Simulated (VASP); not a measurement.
# Si (Imma) in VASP: single point with PBEsol

Aim: the single point of Si with PBEsol.

All numbers are computed with VASP 6.6.1; they aren't measurements. Logs are shortened: lines on timing, memory, paths and dates and some standing lists are left out, and cuts for length are marked.

## Step 1: The cell of the first run

It takes space group Imma (No. 74, orthorhombic). The conventional cell has a = 3.804 Å, b = 3.864 Å, c = 5.379 Å, α = 90.00°, β = 90.00°, γ = 90.00°. Within 3.1 Å of Si (site symmetry mm2) lie 4 Si at 2.34 to 2.35 Å.

## Step 2: Single point, PBEsol

Input file INCAR:

```
  ALGO = Normal
  EDIFF = 1E-6
  ENCUT = 500
  GGA = PS
  GGA_COMPAT = False
  ISIF = 2
  ISMEAR = 0
  LASPH = True
  LCHARG = False
  LREAL = False
  LWAVE = False
  NBANDS = 11
  NELM = 120
  PREC = Accurate
  SIGMA = 0.01
```

Input file KPOINTS:

```
k-points
0
Gamma
  4 4 4
```

Input file POSCAR:

```
Si
1.0
    0.0212906881      2.7109528141      2.6896621261
    2.7109528141      0.0212906881      2.6896621261
    2.7322435022      2.7322435022      0.0000000000
Si
2
Direct
    0.0011216308      0.0011216308     -0.0011216308
    0.2488783692      0.2488783692      0.2511216308
```

Potentials or basis: VASP PAW PBE potentials, release 64 (Si).

Started as:

```
$ cat potpaw_PBE.64/Si/POTCAR > POTCAR
$ mpirun -np 1 vasp_std > vasp.out
```

OUTCAR:

```text
EDIFF = 1E-6
   ENCUT = 500
   GGA = PS
   ISIF = 2
   ISMEAR = 0
   LASPH = True
   LREAL = False
   NELM = 120
   PREC = Accurate

 ion  position               nearest neighbor table
   1  0.001  0.001  0.999-   2 2.34   2 2.34   2 2.35   2 2.35
   2  0.249  0.249  0.251-   1 2.34   1 2.34   1 2.35   1 2.35

  LATTYP: Found a body centered orthorhombic cell.
 ALAT       =     3.8037566568
 B/A-ratio  =     1.0158314964
 C/A-ratio  =     1.4142135624

  Lattice vectors:

 A1 = (   2.7109528141,   0.0212906881,  -2.6896621261)
 A2 = (  -2.7109528141,  -0.0212906881,  -2.6896621261)
 A3 = (   0.0212906881,   2.7109528141,   2.6896621261)

Analysis of symmetry for initial positions (statically):
=====================================================================
 Subroutine PRICEL returns:
 Original cell was already a primitive cell.

 Routine SETGRP: Setting up the symmetry group for a
 body centered orthorhombic supercell.

 Subroutine GETGRP returns: Found  8 space group operations
 (whereof  4 operations were pure point group operations)
 out of a pool of  8 trial point group operations.

The static configuration has the point symmetry C_2v.
 The point group associated with its full space group is D_2h.

Analysis of symmetry for dynamics (positions and initial velocities):
=====================================================================
 Subroutine PRICEL returns:
 Original cell was already a primitive cell.

 Routine SETGRP: Setting up the symmetry group for a
 body centered orthorhombic supercell.

 Subroutine GETGRP returns: Found  8 space group operations
 (whereof  4 operations were pure point group operations)
 out of a pool of  8 trial point group operations.

The dynamic configuration has the point symmetry C_2v.
 The point group associated with its full space group is D_2h.

 Subroutine INISYM returns: Found  8 space group operations
 (whereof  4 operations are pure point group operations),
 and found     1 'primitive' translations

----------------------------------------------------------------------------------------

                                     Primitive cell

  volume of cell :      39.5316

  direct lattice vectors                    reciprocal lattice vectors
     0.021290688  2.710952814  2.689662126    -0.185896955  0.185896955  0.185896955
     2.710952814  0.021290688  2.689662126     0.185896955 -0.185896955  0.185896955
     2.732243502  2.732243502  0.000000000     0.182999795  0.182999795 -0.185896955

  length of vectors
     3.818900471  3.818900471  3.863975817     0.321982972  0.321982972  0.318646399

  position of ions in fractional coordinates (direct lattice)
     0.001121631  0.001121631  0.998878369
     0.248878369  0.248878369  0.251121631

  ion indices of the primitive-cell ions
   primitive index   ion index
                 1           1
                 2           2

----------------------------------------------------------------------------------------

 KPOINTS: k-points

Automatic generation of k-mesh.
 Grid dimensions read from file:
 generate k-points for:    4    4    4

 Generating k-lattice:

  Cartesian coordinates                     Fractional coordinates (reciprocal lattice)
    -0.046474239  0.046474239  0.046474239     0.250000000  0.000000000  0.000000000
     0.046474239 -0.046474239  0.046474239     0.000000000  0.250000000  0.000000000
     0.045749949  0.045749949 -0.046474239     0.000000000  0.000000000  0.250000000

  Length of vectors
     0.080495743  0.080495743  0.079661600

  Shift w.r.t. Gamma in fractional coordinates (k-lattice)
     0.000000000  0.000000000  0.000000000

 Subroutine IBZKPT returns following result:
 ===========================================

 Found     18 irreducible k-points:

 Following reciprocal coordinates:
            Coordinates               Weight
  0.000000  0.000000  0.000000      1.000000
  0.250000  0.000000  0.000000      4.000000
  0.500000  0.000000  0.000000      2.000000
  0.250000  0.250000  0.000000      2.000000
  0.500000  0.250000  0.000000      4.000000
 -0.250000  0.250000  0.000000      2.000000
[... 10 lines left out ...]
  0.250000  0.250000  0.500000      2.000000
 -0.250000  0.250000  0.500000      2.000000
   k-points           NKPTS =     18   k-points in BZ     NKDIM =     18   number of bands    NBANDS=     11
   number of dos      NEDOS =    301   number of ions     NIONS =      2
   total plane-waves  NPLWV =  21952
   dimension x,y,z NGX =    28 NGY =   28 NGZ =   28
   dimension x,y,z NGXF=    56 NGYF=   56 NGZF=   56
   ions per type =               2
   NGX,Y,Z   is equivalent  to a cutoff of  12.19, 12.19, 12.05 a.u.
   NGXF,Y,Z  is equivalent  to a cutoff of  24.38, 24.38, 24.09 a.u.
 SYSTEM =  unknown system
   PREC   = accura    normal or accurate (medium, high low for compatibility)
   ISTART =      0    job   : 0-new  1-cont  2-samecut
   ICHARG =      2    charge: 1-file 2-atom 10-const
   ISPIN  =      1    spin polarized calculation?
   LNONCOLLINEAR =      F non collinear calculations
   LSORBIT =      F    spin-orbit coupling
   LASPH  =      T    aspherical Exc in radial PAW
   ENCUT  =  500.0 eV  36.75 Ry    6.06 a.u.   6.96  6.96  7.04*2*pi/ulx,y,z
   NELM   =    120;   NELMIN=  2; NELMDL= -5     # of ELM steps
   EDIFF  = 0.1E-05   stopping-criterion for ELM
   LREAL  =      F    real-space projection
   EDIFFG = 0.1E-04   stopping-criterion for IOM
   NSW    =      0    number of steps for IOM
   IBRION =     -1    ionic relax: 0-MD 1-quasi-New 2-CG
   NFREE  =      0    steps in history (QN), initial steepest desc. (CG)
   ISIF   =      2    stress and relaxation
   ISYM   =      2    0-nonsym 1-usesym 2-fastsym
   POTIM  = 0.5000    time-step for ionic-motion
   TEBEG  =    0.0;   TEEND  =   0.0 temperature during run
   PSTRESS=    0.0 pullay stress
   NELECT =       8.0000    total number of electrons
   NUPDOWN=      -1.0000    fix difference up-down
   EMIN   =  10.00;   EMAX   =-10.00  energy-range for DOS
   EFERMI =   0.00;   METHOD = LEGACY
   ISMEAR =     0;   SIGMA  =   0.01  broadening in eV -4-tet -1-fermi 0-gaus
   EFERMI_NEDOS =   21; number of points for ismear=-14 and -15
   IALGO  =     38    algorithm
   IMIX   =      4    mixing-type and parameters
     AMIX     =   0.40;   BMIX     =  1.00
     AMIX_MAG =   1.60;   BMIX_MAG =  1.00
  volume/ion in A,a.u.               =      19.77       133.39
  Fermi-wavevector in a.u.,A,eV,Ry     =   0.961147  1.816305 12.569114  0.923804
  Thomas-Fermi vector in A             =   2.090494
   LORBIT       =      0    0 simple, 1 ext, 2 COOP (PROOUT), +10 PAW based schemes
   GGA     = PS    functional components
   LHFCALC =     F    Hartree Fock is set to
   AEXX    =    0.0000 exact exchange contribution
   IVDW    =     0    specifies the selected vdW correction
   LEPSILON=     F    determine dielectric tensor
   LRPA    =     F    only Hartree local field effects (RPA)
 non-spin polarized calculation
 Gauss-broadening in eV      SIGMA  =   0.01
  energy-cutoff  :      500.00
  volume of cell :       39.53
 maximum number of plane-waves:      1015
   NGX = 13   NGY = 13   NGZ = 15

 number of electron       8.0000001 magnetization

 Free energy of the ion-electron system (eV)
  ---------------------------------------------------
  ext. energy  EPLUGINS =         0.00000000
  ---------------------------------------------------
  free energy    TOTEN  =       -11.28755026 eV

  energy without entropy =      -11.28755026  energy(sigma->0) =      -11.28755026

 E-fermi :   6.1084     XC(G=0):  -9.5816

 val. band max:        6.0280294558   @ k =   0.0000   0.0000   0.0000
 cond. band min:       6.3446266852   @ k =   0.5000   0.5000   0.0000
 fundamental gap:      0.3165972294
 Fermi energy:         6.1084112996

 k-point     1 :       0.0000    0.0000    0.0000
  band No.  band energies     occupation
      1      -6.1236      2.00000
      2       5.8729      2.00000
      3       6.0020      2.00000
      4       6.0280      2.00000
      5       8.3914      0.00000
      6       8.4248      0.00000
      7       8.5662      0.00000
      8       9.4630      0.00000
      9      13.5690      0.00000
     10      13.7102      0.00000
     11      13.7145      0.00000

 k-point     2 :       0.2500    0.0000    0.0000
  band No.  band energies     occupation
      1      -5.3000      2.00000
      2       2.0366      2.00000
      3       5.0846      2.00000
      4       5.2143      2.00000
      5       7.8831      0.00000
      6       9.3434      0.00000
      7       9.4578      0.00000
      8      12.9151      0.00000
      9      12.9916      0.00000
     10      13.1585      0.00000
     11      14.7484      0.00000

 k-point     3 :       0.5000    0.0000    0.0000
  band No.  band energies     occupation
      1      -3.6969      2.00000
      2      -1.1064      2.00000
      3       4.6392      2.00000
      4       4.7670      2.00000
      5       7.3775      0.00000
      6       9.1075      0.00000
      7       9.2436      0.00000
      8      13.4086      0.00000
      9      16.4954      0.00000
     10      16.5730      0.00000
     11      17.2644      0.00000
[... 183 lines left out ...]
 k-point    17 :       0.2500    0.2500    0.5000
  band No.  band energies     occupation
      1      -4.0862      2.00000
      2       0.4544      2.00000
      3       2.1110      2.00000
      4       4.6434      2.00000
      5       8.3554      0.00000
      6      10.7667      0.00000
      7      11.1534      0.00000
      8      12.2102      0.00000
      9      12.3908      0.00000
     10      15.2625      0.00000
     11      18.5561      0.00000

 k-point    18 :      -0.2500    0.2500    0.5000
  band No.  band energies     occupation
      1      -1.7435      2.00000
      2      -1.7435      2.00000
      3       1.9837      2.00000
      4       1.9837      2.00000
      5      10.1833      0.00000
      6      10.1833      0.00000
      7      11.0120      0.00000
      8      11.0120      0.00000
      9      16.4513      0.00000
     10      16.4513      0.00000
     11      18.9730      0.00000

------------------------ aborting loop because EDIFF is reached ----------------------------------------

  FORCE on cell =-STRESS in cart. coord.  units (eV):
  Direction    XX          YY          ZZ          XY          YZ          ZX
  --------------------------------------------------------------------------------------
  -------------------------------------------------------------------------------------
  Total        0.4847945      0.4847945      0.6590406     -0.2840381      0.0000000      0.0000000
  in kB       19.6482275     19.6482275     26.7102476    -11.5117746      0.0000000      0.0000000
  external PRESSURE =      22.0022342 kB  Pullay stress =       0.0000000 kB

 VOLUME and BASIS-vectors are now :
 -----------------------------------------------------------------------------
  energy-cutoff  :      500.00
  volume of cell :       39.53
      direct lattice vectors                 reciprocal lattice vectors
     0.021290688  2.710952814  2.689662126    -0.185896955  0.185896955  0.185896955
     2.710952814  0.021290688  2.689662126     0.185896955 -0.185896955  0.185896955
     2.732243502  2.732243502  0.000000000     0.182999795  0.182999795 -0.185896955

 POSITION                                       TOTAL-FORCE (eV/Angst)
 -----------------------------------------------------------------------------------
      2.73224      2.73224      0.00603        -0.000000     -0.000000     -0.011013
      1.36612      1.36612      1.33880         0.000000      0.000000      0.011013
 -----------------------------------------------------------------------------------
    total drift:                                0.000000     -0.000000      0.000000

  FREE ENERGIE OF THE ION-ELECTRON SYSTEM (eV)
  ---------------------------------------------------
  free  energy   TOTEN  =       -11.2875502643 eV

  energy  without entropy=      -11.2875502643  energy(sigma->0) =      -11.28755026
```

Run time: 5.7 s. Hardware: 1 thread of Intel Xeon Platinum 8488C (Sapphire Rapids), shared host; peak memory 0.14 GiB.

Results:

* Free energy: -11.2876 eV
* Pressure: 2.2 GPa
* Largest force: 0.011 eV/Å
* Band gap on the k mesh: 0.32 eV, indirect (least direct gap 2.36 eV)

Forces on the atoms (eV/Å):
```
Si   0.000  0.000 -0.011
Si   0.000  0.000  0.011
```

Stress tensor (GPa, compression positive):
```
 1.96 -1.15  0.00
-1.15  1.96  0.00
 0.00  0.00  2.67
```

Caveat: the k points lie up to 0.51 Å⁻¹ apart; the PAW data sets were made with another functional, which shifts forces and pressure a little. A k mesh can miss the band edges.
